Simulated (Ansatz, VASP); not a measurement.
## Hg: VASP beside Ansatz

```
Hg
1.0
    -1.53032    1.53032    1.53032
     1.53032   -1.53032    1.53032
     1.53032    1.53032   -1.53032
Hg
1
Direct
  0.00000 0.00000 0.00000
```

Change from the starting cell: volume scaled by 0.6, PAW files.

Alike in both runs: task single point; functional PBEsol; k mesh 15 × 15 × 15; occupations fermi-dirac, width 0.08 eV; no spin polarisation.

|  | VASP | Ansatz |
| --- | --- | --- |
| version | VASP 6.6.1 | Ansatz 0.2.0 |
| potentials or method | VASP PAW PBE potentials, release 64 (Hg) | PAW with Ansatz's default frozen-core files, scalar-relativistic |
| plane-wave cutoff (eV) | 520 | 420 |
| valence electrons in the cell | 12 | 20 |

```tsv
	VASP	Ansatz	Ansatz less VASP
pressure (GPa)	109.6	104.1	-5.47
```

VASP's potentials were made for PBE, not for PBEsol. Both programs put the cell under a high pressure, so it lies far from rest at this level. VASP's potentials hold 12 valence electrons a cell and Ansatz's 20, so a difference there can come from the potentials and not from the codes.

Spin-orbit coupling is off throughout. Noted on VASP's run: the cell as given lies far from equilibrium.
